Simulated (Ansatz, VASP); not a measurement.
**KTaO3: VASP beside Ansatz**

INCAR

```
ALGO     = Normal         # electronic algorithm
EDIFF    = 1E-8           # SCF threshold, eV
ENCUT    = 520            # plane-wave cutoff, eV
GGA      = PE             # functional
ISIF     = 2              # what is computed and relaxed
ISMEAR   = -1             # smearing method
LASPH    = True           # aspherical terms in the spheres
LCHARG   = False          # write CHGCAR
LEFG     = True         
LREAL    = False          # projectors in reciprocal space
LWAVE    = False          # write WAVECAR
NBANDS   = 27             # bands
NELM     = 60             # most SCF steps
PREC     = Accurate       # precision mode
SIGMA    = 0.01           # smearing width, eV
```

Contents of KPOINTS:

```
k-points
0
Gamma
  5 5 5
```

Contents of POSCAR:

```
KTaO3
1.0
    3.9883000000      0.0000000000      0.0000000000
    0.0000000000      3.9883000000      0.0000000000
    0.0000000000      0.0000000000      4.0281830000
K Ta O
1 1 3
Direct
    0.5000000000      0.5000000000      0.5000000000
    0.0000000000      0.0000000000      0.0000000000
    0.5000000000      0.0000000000      0.0000000000
    0.0000000000      0.5000000000      0.0000000000
    0.0000000000      0.0000000000      0.5000000000
```

Input for Ansatz:

```yaml
crystal:
  lattice:
    - [3.9883, 0.0, 0.0]
    - [0.0, 3.9883, 0.0]
    - [0.0, 0.0, 4.028183]
  atoms:
    - { symbol: K, position: [0.5, 0.5, 0.5] }
    - { symbol: Ta, position: [0.0, 0.0, 0.0] }
    - { symbol: O, position: [0.5, 0.0, 0.0] }
    - { symbol: O, position: [0.0, 0.5, 0.0] }
    - { symbol: O, position: [0.0, 0.0, 0.5] }
kpoints:
  mp_grid: { grid: [5, 5, 5] }
scf:
  occupations: { method: fermi_dirac, width: 0.01 }
hamiltonian:
  xc: pbe
  pseudopotentials: { kind: all_electron, datasets: crystal }
output:
  forces: true
  stress: true
  eigenvalues: true
  efg: { contact_densities: true }
```

Change from the starting cell: zz strain of +1 %, crystal datasets.

Alike in both runs: task electric field gradients; functional PBE; k mesh 5 × 5 × 5; occupations fermi-dirac, width 0.01 eV; no spin polarisation.

|  | VASP | Ansatz |
| --- | --- | --- |
| version | VASP 6.6.1 | Ansatz 0.2.0 |
| potentials or method | VASP PAW PBE potentials, release 64 (K_sv, Ta_pv, O), cutoff 520 eV | all-electron PAW with datasets made for the crystal, scalar-relativistic |

|  | VASP | Ansatz | Ansatz less VASP |
| --- | --- | --- | --- |
| gap on the k mesh at the Fermi level (eV) | 2.25 | 2.31 | +0.055 |
| pressure (GPa) | 4.0 | 3.5 | -0.55 |
| traceless stress, the component that is largest in VASP (GPa) | -2.42 | -2.38 | +0.046 |
| size of Vzz on the site where it differs most (V/Å²) | 52.4 | 51.2 | -1.24 |

Ansatz ran all-electron here, and VASP with PAW potentials.

Spin-orbit coupling is off throughout.
